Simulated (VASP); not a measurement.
# TaC (Fm-3m) in VASP: settings compared

TaC is run at these levels: LDA, PBEsol+D3(BJ); tasks: single point.

All numbers are computed with VASP 6.6.1; they aren't measurements. Logs are shortened: lines on timing, memory, paths and dates and some standing lists are left out, and cuts for length are marked.

**1. The cell of the first run**

It takes space group Fm-3m (No. 225, cubic). The conventional cell has a = 4.360 Å, b = 4.360 Å, c = 4.360 Å, α = 90.00°, β = 90.00°, γ = 90.00°. Within 2.9 Å of Ta (site symmetry m-3m) lie 6 C at 2.18 Å. Within 2.9 Å of C (site symmetry m-3m) lie 6 Ta at 2.18 Å.

**2. Single point, LDA (10.36 Å³/atom)**

INCAR reads:

```
PREC = Accurate ; ENCUT = 600
EDIFF = 1E-6 ; ISMEAR = 0
SIGMA = 0.05 ; LREAL = F
LASPH = T ; NELM = 120
ALGO = Normal ; ISIF = 2
LWAVE = F ; LCHARG = F
NBANDS = 14 ; GGA_COMPAT = F
```

KPOINTS reads:

```
regular mesh
0
Gamma
  10 10 10
```

POSCAR reads:

```
TaC
1.0
    0.0000000000      2.1797936357      2.1797936357
    2.1797936357      0.0000000000      2.1797936357
    2.1797936357      2.1797936357      0.0000000000
Ta C
1 1
Direct
    0.0000000000      0.0000000000      0.0000000000
    0.5000000000      0.5000000000      0.5000000000
```

Potentials or basis: VASP PAW LDA potentials, release 64 (Ta_pv, C).

Launch:

```console
cat potpaw_LDA.64/Ta_pv/POTCAR potpaw_LDA.64/C/POTCAR > POTCAR
mpirun -np 1 vasp_std > vasp.out
```

OUTCAR:

```text
PREC = Accurate
   ENCUT = 600
   EDIFF = 1E-6
   ISMEAR = 0
   LREAL = F
   LASPH = T
   NELM = 120
   ISIF = 2

 ion  position               nearest neighbor table
   1  0.000  0.000  0.000-   2 2.18   2 2.18   2 2.18   2 2.18   2 2.18   2 2.18
   2  0.500  0.500  0.500-   1 2.18   1 2.18   1 2.18   1 2.18   1 2.18   1 2.18

  LATTYP: Found a face centered cubic cell.
 ALAT       =     4.3595872714

  Lattice vectors:

 A1 = (   0.0000000000,   2.1797936357,   2.1797936357)
 A2 = (   2.1797936357,   0.0000000000,   2.1797936357)
 A3 = (   2.1797936357,   2.1797936357,   0.0000000000)

Analysis of symmetry for initial positions (statically):
=====================================================================
 Subroutine PRICEL returns:
 Original cell was already a primitive cell.

 Routine SETGRP: Setting up the symmetry group for a
 face centered cubic supercell.

 Subroutine GETGRP returns: Found 48 space group operations
 (whereof 48 operations were pure point group operations)
 out of a pool of 48 trial point group operations.

The static configuration has the point symmetry O_h .

Analysis of symmetry for dynamics (positions and initial velocities):
=====================================================================
 Subroutine PRICEL returns:
 Original cell was already a primitive cell.

 Routine SETGRP: Setting up the symmetry group for a
 face centered cubic supercell.

 Subroutine GETGRP returns: Found 48 space group operations
 (whereof 48 operations were pure point group operations)
 out of a pool of 48 trial point group operations.

The dynamic configuration has the point symmetry O_h .

 Subroutine INISYM returns: Found 48 space group operations
 (whereof 48 operations are pure point group operations),
 and found     1 'primitive' translations

----------------------------------------------------------------------------------------

                                     Primitive cell

  volume of cell :      20.7146

  direct lattice vectors                    reciprocal lattice vectors
     0.000000000  2.179793636  2.179793636    -0.229379512  0.229379512  0.229379512
     2.179793636  0.000000000  2.179793636     0.229379512 -0.229379512  0.229379512
     2.179793636  2.179793636  0.000000000     0.229379512  0.229379512 -0.229379512

  length of vectors
     3.082693723  3.082693723  3.082693723     0.397296969  0.397296969  0.397296969

  position of ions in fractional coordinates (direct lattice)
     0.000000000  0.000000000  0.000000000
     0.500000000  0.500000000  0.500000000

  ion indices of the primitive-cell ions
   primitive index   ion index
                 1           1
                 2           2

----------------------------------------------------------------------------------------

 KPOINTS: regular mesh

Automatic generation of k-mesh.
 Grid dimensions read from file:
 generate k-points for:   10   10   10

 Generating k-lattice:

  Cartesian coordinates                     Fractional coordinates (reciprocal lattice)
    -0.022937951  0.022937951  0.022937951     0.100000000  0.000000000  0.000000000
     0.022937951 -0.022937951  0.022937951     0.000000000  0.100000000  0.000000000
     0.022937951  0.022937951 -0.022937951     0.000000000  0.000000000  0.100000000

  Length of vectors
     0.039729697  0.039729697  0.039729697

  Shift w.r.t. Gamma in fractional coordinates (k-lattice)
     0.000000000  0.000000000  0.000000000

 Subroutine IBZKPT returns following result:
 ===========================================

 Found     47 irreducible k-points:

 Following reciprocal coordinates:
            Coordinates               Weight
  0.000000  0.000000  0.000000      1.000000
  0.100000  0.000000  0.000000      8.000000
  0.200000  0.000000  0.000000      8.000000
  0.300000  0.000000  0.000000      8.000000
  0.400000  0.000000  0.000000      8.000000
  0.500000  0.000000  0.000000      4.000000
[... 16 lines left out ...]
  0.300000  0.300000  0.000000      6.000000
  0.400000  0.300000  0.000000     24.000000
 [... further k-points ...]
   k-points           NKPTS =     47   k-points in BZ     NKDIM =     47   number of bands    NBANDS=     14
   number of dos      NEDOS =    301   number of ions     NIONS =      2
   total plane-waves  NPLWV =  21952
   dimension x,y,z NGX =    28 NGY =   28 NGZ =   28
   dimension x,y,z NGXF=    56 NGYF=   56 NGZF=   56
   ions per type =               1   1
   NGX,Y,Z   is equivalent  to a cutoff of  15.10, 15.10, 15.10 a.u.
   NGXF,Y,Z  is equivalent  to a cutoff of  30.20, 30.20, 30.20 a.u.
 SYSTEM =  unknown system
   PREC   = accura    normal or accurate (medium, high low for compatibility)
   ISTART =      0    job   : 0-new  1-cont  2-samecut
   ICHARG =      2    charge: 1-file 2-atom 10-const
   ISPIN  =      1    spin polarized calculation?
   LNONCOLLINEAR =      F non collinear calculations
   LSORBIT =      F    spin-orbit coupling
   LASPH  =      T    aspherical Exc in radial PAW
   ENCUT  =  600.0 eV  44.10 Ry    6.64 a.u.   6.16  6.16  6.16*2*pi/ulx,y,z
   NELM   =    120;   NELMIN=  2; NELMDL= -5     # of ELM steps
   EDIFF  = 0.1E-05   stopping-criterion for ELM
   LREAL  =      F    real-space projection
   EDIFFG = 0.1E-04   stopping-criterion for IOM
   NSW    =      0    number of steps for IOM
   IBRION =     -1    ionic relax: 0-MD 1-quasi-New 2-CG
   NFREE  =      0    steps in history (QN), initial steepest desc. (CG)
   ISIF   =      2    stress and relaxation
   ISYM   =      2    0-nonsym 1-usesym 2-fastsym
   POTIM  = 0.5000    time-step for ionic-motion
   TEBEG  =    0.0;   TEEND  =   0.0 temperature during run
   PSTRESS=    0.0 pullay stress
   NELECT =      15.0000    total number of electrons
   NUPDOWN=      -1.0000    fix difference up-down
   EMIN   =  10.00;   EMAX   =-10.00  energy-range for DOS
   EFERMI =   0.00;   METHOD = LEGACY
   ISMEAR =     0;   SIGMA  =   0.05  broadening in eV -4-tet -1-fermi 0-gaus
   EFERMI_NEDOS =   21; number of points for ismear=-14 and -15
   IALGO  =     38    algorithm
   IMIX   =      4    mixing-type and parameters
     AMIX     =   0.40;   BMIX     =  1.00
     AMIX_MAG =   1.60;   BMIX_MAG =  1.00
  volume/ion in A,a.u.               =      10.36        69.89
  Fermi-wavevector in a.u.,A,eV,Ry     =   1.470099  2.778084 29.404784  2.161191
  Thomas-Fermi vector in A             =   2.585397
   LORBIT       =      0    0 simple, 1 ext, 2 COOP (PROOUT), +10 PAW based schemes
   GGA     = CA    functional components
   LHFCALC =     F    Hartree Fock is set to
   AEXX    =    0.0000 exact exchange contribution
   IVDW    =     0    specifies the selected vdW correction
   LEPSILON=     F    determine dielectric tensor
   LRPA    =     F    only Hartree local field effects (RPA)
 non-spin polarized calculation
 Gauss-broadening in eV      SIGMA  =   0.05
  energy-cutoff  :      600.00
  volume of cell :       20.71
 maximum number of plane-waves:       701
 NGX is ok and might be reduce to    28
   NGX = 13   NGY = 13   NGZ = 13

 number of electron      15.0000001 magnetization

 Free energy of the ion-electron system (eV)
  ---------------------------------------------------
  ext. energy  EPLUGINS =         0.00000000
  ---------------------------------------------------
  free energy    TOTEN  =       -24.25799691 eV

  energy without entropy =      -24.25756759  energy(sigma->0) =      -24.25778225

 E-fermi :   8.8628     XC(G=0): -13.7173

 val. band max:        8.8515018100   @ k =   0.2000   0.0000   0.0000
 cond. band min:       9.1164132250   @ k =  -0.4000   0.3000   0.0000
 fundamental gap:      0.2649114150
 Fermi energy:         8.8627738753

 k-point     1 :       0.0000    0.0000    0.0000
  band No.  band energies     occupation
      1     -25.6711      2.00000
      2     -25.6711      2.00000
      3     -25.6711      2.00000
      4      -6.0839      2.00000
      5       7.4958      2.00000
      6       7.4958      2.00000
      7       7.4958      2.00000
      8       8.5180      2.00000
      9       8.5180      2.00000
     10       8.5180      2.00000
     11       9.6896      0.00000
     12       9.6896      0.00000
     13      16.5379      0.00000
     14      19.1771      0.00000

 k-point     2 :       0.1000    0.0000    0.0000
  band No.  band energies     occupation
      1     -25.7666      2.00000
      2     -25.6803      2.00000
      3     -25.6803      2.00000
      4      -5.7715      2.00000
      5       6.2975      2.00000
      6       6.7592      2.00000
      7       6.7592      2.00000
      8       8.1008      2.00000
      9       8.1008      2.00000
     10       9.1695      0.00000
     11      11.4496      0.00000
     12      11.4496      0.00000
     13      17.0258      0.00000
     14      19.9405      0.00000

 k-point     3 :       0.2000    0.0000    0.0000
  band No.  band energies     occupation
      1     -26.0090      2.00000
      2     -25.7043      2.00000
      3     -25.7043      2.00000
      4      -4.9032      2.00000
      5       4.4922      2.00000
      6       5.2600      2.00000
      7       5.2600      2.00000
      8       8.8515      1.25014
      9       8.8515      1.25014
     10       9.7955      0.00000
     11      13.9375      0.00000
     12      13.9375      0.00000
     13      18.0304      0.00000
     14      21.2533      0.00000
[... 324 lines left out ...]
 k-point    23 :       0.3000    0.3000    0.0000
  band No.  band energies     occupation
      1     -26.2352      2.00000
      2     -25.8835      2.00000
      3     -25.8835      2.00000
      4      -3.8596      2.00000
      5       2.6203      2.00000
      6       4.9597      2.00000
      7       6.6151      2.00000
      8       6.6151      2.00000
      9      10.9961      0.00000
     10      13.0675      0.00000
     11      13.0675      0.00000
     12      16.0905      0.00000
     13      21.2062      0.00000
     14      21.3936      0.00000

 k-point    24 :       0.4000    0.3000    0.0000
  band No.  band energies     occupation
      1     -26.3515      2.00000
      2     -25.9461      2.00000
      3     -25.9173      2.00000
      4      -3.5974      2.00000
      5       2.8275      2.00000
      6       4.3481      2.00000
      7       6.2202      2.00000
      8       7.1175      2.00000
      9      11.9832      0.00000
     10      13.3601      0.00000
     11      13.5924      0.00000
     12      17.0894      0.00000
     13      20.2721      0.00000
     14      21.2757      0.00000

 [... further k-points ...]

------------------------ aborting loop because EDIFF is reached ----------------------------------------

  FORCE on cell =-STRESS in cart. coord.  units (eV):
  Direction    XX          YY          ZZ          XY          YZ          ZX
  --------------------------------------------------------------------------------------
  -------------------------------------------------------------------------------------
  Total        2.1073123      2.1073123      2.1073123      0.0000000      0.0000000      0.0000000
  in kB      162.9908947    162.9908947    162.9908947      0.0000000      0.0000000      0.0000000
  external PRESSURE =     162.9908947 kB  Pullay stress =       0.0000000 kB

 VOLUME and BASIS-vectors are now :
 -----------------------------------------------------------------------------
  energy-cutoff  :      600.00
  volume of cell :       20.71
      direct lattice vectors                 reciprocal lattice vectors
     0.000000000  2.179793636  2.179793636    -0.229379512  0.229379512  0.229379512
     2.179793636  0.000000000  2.179793636     0.229379512 -0.229379512  0.229379512
     2.179793636  2.179793636  0.000000000     0.229379512  0.229379512 -0.229379512

 POSITION                                       TOTAL-FORCE (eV/Angst)
 -----------------------------------------------------------------------------------
      0.00000      0.00000      0.00000        -0.000000     -0.000000     -0.000000
      2.17979      2.17979      2.17979         0.000000      0.000000      0.000000
 -----------------------------------------------------------------------------------
    total drift:                                0.000000      0.000000      0.000000

  FREE ENERGIE OF THE ION-ELECTRON SYSTEM (eV)
  ---------------------------------------------------
  free  energy   TOTEN  =       -24.2579969068 eV

  energy  without entropy=      -24.2575675950  energy(sigma->0) =      -24.25778225
```

It took 32 s on 1 thread of Intel Xeon 8259CL, shared host; peak memory 0.15 GiB.

What came out:

```yaml
Free_energy: -24.2580 eV
Pressure: 16.3 GPa
Band_gap_on_the_k_mesh: zero (an odd number of electrons rules out a gap without spin polarisation)
```

Levels at points of the mesh, in eV from the Fermi level:
```csv
k point,band 6,band 7,band 8,band 9,band 10,band 11
"(0.00, 0.00, 0.00)",-1.37,-1.37,-0.34,-0.34,-0.34,0.83
"(0.50, 0.00, 0.00)",-5.71,-5.71,3.08,3.08,4.17,5.88
"(0.50, 0.50, 0.00)",-4.37,-1.57,-1.57,2.98,4.60,4.60
```

Caveat: the cell stands under pressure; spin-orbit coupling is left out, which moves the levels of the heavy elements.

**3. Single point, LDA (10.31 Å³/atom)**

This run uses another cell than the first one, of 10.31 Å³/atom.

INCAR reads:

```
SYSTEM = TaC
  PREC = Accurate
  ENCUT = 600
  EDIFF = 1E-6
  ISMEAR = 0
  SIGMA = 0.05
  LREAL = .False.
  LASPH = .True.
  NELM = 120
  ALGO = Normal
  ISIF = 2
  LWAVE = .False.
  LCHARG = .False.
  GGA = CA
  NBANDS = 14
  GGA_COMPAT = .False.
```

KPOINTS reads:

```
Automatic mesh
0
Gamma
  10 10 10
  0 0 0
```

POSCAR reads:

```
TaC
1.0
    0.0000000000      2.1767135451      2.1767135451
    2.1767135451      0.0000000000      2.1767135451
    2.1767135451      2.1767135451      0.0000000000
Ta C
1 1
Direct
    0.0000000000      0.0000000000      0.0000000000
    0.5000000000      0.5000000000      0.5000000000
```

Potentials or basis: VASP PAW LDA potentials, release 64 (Ta_pv, C).

Launch:

```console
cat potpaw_LDA.64/Ta_pv/POTCAR potpaw_LDA.64/C/POTCAR > POTCAR
mpirun -np 1 vasp_std > vasp.out
```

Wall time 31 s (1 thread of Intel Xeon 8259CL, shared host); peak memory 0.16 GiB.

Results (log left out):

- Free energy: -24.2485 eV
- Pressure: 18.1 GPa
- Band gap on the k mesh: zero (an odd number of electrons rules out a gap without spin polarisation)

Levels at points of the mesh, in eV from the Fermi level:
```csv
k point,band 4,band 5,band 6,band 7,band 8,band 9,band 10,band 11,band 12,band 13
"(0.00, 0.00, 0.00)",-14.97,-1.37,-1.37,-1.37,-0.35,-0.35,-0.35,0.83,0.83,7.73
"(0.50, 0.00, 0.00)",-9.95,-9.04,-5.73,-5.73,3.10,3.10,4.20,5.90,10.94,10.94
"(0.50, 0.50, 0.00)",-12.86,-4.85,-4.37,-1.57,-1.57,3.00,4.63,4.63,7.85,9.40
```

Caveat: the cell stands under pressure; spin-orbit coupling is left out, which moves the levels of the heavy elements.

**4. Single point, PBEsol+D3(BJ) (10.30 Å³/atom)**

This run uses another cell than the first one, of 10.30 Å³/atom.

INCAR reads:

```
PREC = Accurate
ENCUT = 600
EDIFF = 1E-6
ISMEAR = 0
SIGMA = 0.05
LREAL = F
LASPH = T
NELM = 120
ALGO = Normal
ISIF = 2
LWAVE = F
LCHARG = F
GGA = PS
IVDW = 12
NBANDS = 14
GGA_COMPAT = F
```

KPOINTS reads:

```
regular mesh
0
Gamma
  10 10 10
```

POSCAR reads:

```
TaC
1.0
    0.0000000000      2.1760305289      2.1760305289
    2.1760305289      0.0000000000      2.1760305289
    2.1760305289      2.1760305289      0.0000000000
Ta C
1 1
Direct
    0.0000000000      0.0000000000      0.0000000000
    0.5000000000      0.5000000000      0.5000000000
```

Potentials or basis: VASP PAW PBE potentials, release 64 (Ta_pv, C).

Launch:

```console
cat potpaw_PBE.64/Ta_pv/POTCAR potpaw_PBE.64/C/POTCAR > POTCAR
mpirun -np 1 vasp_std > vasp.out
```

It took 34 s on 1 thread of Intel Xeon 8259CL, shared host; peak memory 0.18 GiB.

The run converged. Its results:

| Property | Result |
| --- | --- |
| Free energy | -24.4229 eV |
| Pressure | 16.6 GPa |
| Band gap on the k mesh | zero (an odd number of electrons rules out a gap without spin polarisation) |
| Dispersion energy per atom | -0.492 eV |

Levels at points of the mesh, in eV from the Fermi level:
| k point | band 6 | band 7 | band 8 | band 9 | band 10 | band 11 |
| --- | --- | --- | --- | --- | --- | --- |
| (0.00, 0.00, 0.00) | -1.38 | -1.38 | -0.37 | -0.37 | -0.37 | 0.83 |
| (0.50, 0.00, 0.00) | -5.77 | -5.77 | 3.13 | 3.13 | 4.22 | 5.75 |
| (0.50, 0.50, 0.00) | -4.50 | -1.62 | -1.62 | 3.02 | 4.68 | 4.68 |

Caveat: the cell stands under pressure; the PAW data sets were made with another functional, which shifts forces and pressure a little; spin-orbit coupling is left out, which moves the levels of the heavy elements.

**5. Single point, PBEsol+D3(BJ) (10.29 Å³/atom)**

This run uses another cell than the first one, of 10.29 Å³/atom.

INCAR reads:

```
SYSTEM = TaC
ALGO = Normal ; EDIFF = 1E-6
ENCUT = 600 ; GGA = PS
GGA_COMPAT = .FALSE. ; ISIF = 2
ISMEAR = 0 ; IVDW = 12
LASPH = .TRUE. ; LCHARG = .FALSE.
LREAL = .FALSE. ; LWAVE = .FALSE.
NBANDS = 14 ; NELM = 120
PREC = Accurate ; SIGMA = 0.05
```

KPOINTS reads:

```
k-points
0
G
  10 10 10
  0 0 0
```

POSCAR reads:

```
TaC
1.0
    0.0000000000      2.1750875425      2.1750875425
    2.1750875425      0.0000000000      2.1750875425
    2.1750875425      2.1750875425      0.0000000000
Ta C
1 1
Direct
    0.0000000000      0.0000000000      0.0000000000
    0.5000000000      0.5000000000      0.5000000000
```

Launch:

```console
cat potpaw_PBE.64/Ta_pv/POTCAR potpaw_PBE.64/C/POTCAR > POTCAR
mpirun -np 1 vasp_std > vasp.out
```

It took 31 s on 1 thread of Intel Xeon 8259CL, shared host; peak memory 0.18 GiB.

The run converged. Its results:

```
Free energy                : -24.4201 eV
Pressure                   : 17.2 GPa
Band gap on the k mesh     : zero (an odd number of electrons rules out a gap without spin polarisation)
Dispersion energy per atom : -0.493 eV
```

Levels at points of the mesh, in eV from the Fermi level:
| k point | band 6 | band 7 | band 8 | band 9 | band 10 | band 11 |
| --- | --- | --- | --- | --- | --- | --- |
| (0.00, 0.00, 0.00) | -1.39 | -1.39 | -0.37 | -0.37 | -0.37 | 0.83 |
| (0.50, 0.00, 0.00) | -5.77 | -5.77 | 3.14 | 3.14 | 4.23 | 5.75 |
| (0.50, 0.50, 0.00) | -4.50 | -1.62 | -1.62 | 3.02 | 4.69 | 4.69 |

Caveat: the cell stands under pressure; the PAW data sets were made with another functional, which shifts forces and pressure a little; spin-orbit coupling is left out, which moves the levels of the heavy elements.

**6. Overview**

| level | potentials or basis | cell | gap on the mesh (eV) | pressure (GPa) |
| --- | --- | --- | --- | --- |
| LDA | VASP PAW LDA potentials, release 64 (Ta_pv, C) | a = 3.083 Å, angles 60.0°, 2 atoms | none | 16.3 |
| LDA | VASP PAW LDA potentials, release 64 (Ta_pv, C) | a = 3.078 Å, angles 60.0°, 2 atoms | none | 18.1 |
| PBEsol+D3(BJ) | VASP PAW PBE potentials, release 64 (Ta_pv, C) | a = 3.077 Å, angles 60.0°, 2 atoms | none | 16.6 |
| PBEsol+D3(BJ) | VASP PAW PBE potentials, release 64 (Ta_pv, C) | a = 3.076 Å, angles 60.0°, 2 atoms | none | 17.2 |

Alike in all rows: task single point; no spin polarisation; k mesh 10 × 10 × 10; cutoff (eV) 600; smearing gaussian 0.05 eV.

Caveats: the cell stands under pressure; spin-orbit coupling is left out, which moves the levels of the heavy elements; the PAW data sets were made with another functional, which shifts forces and pressure a little (at least some runs).

Absolute energies hang on the potentials; compare differences alone.
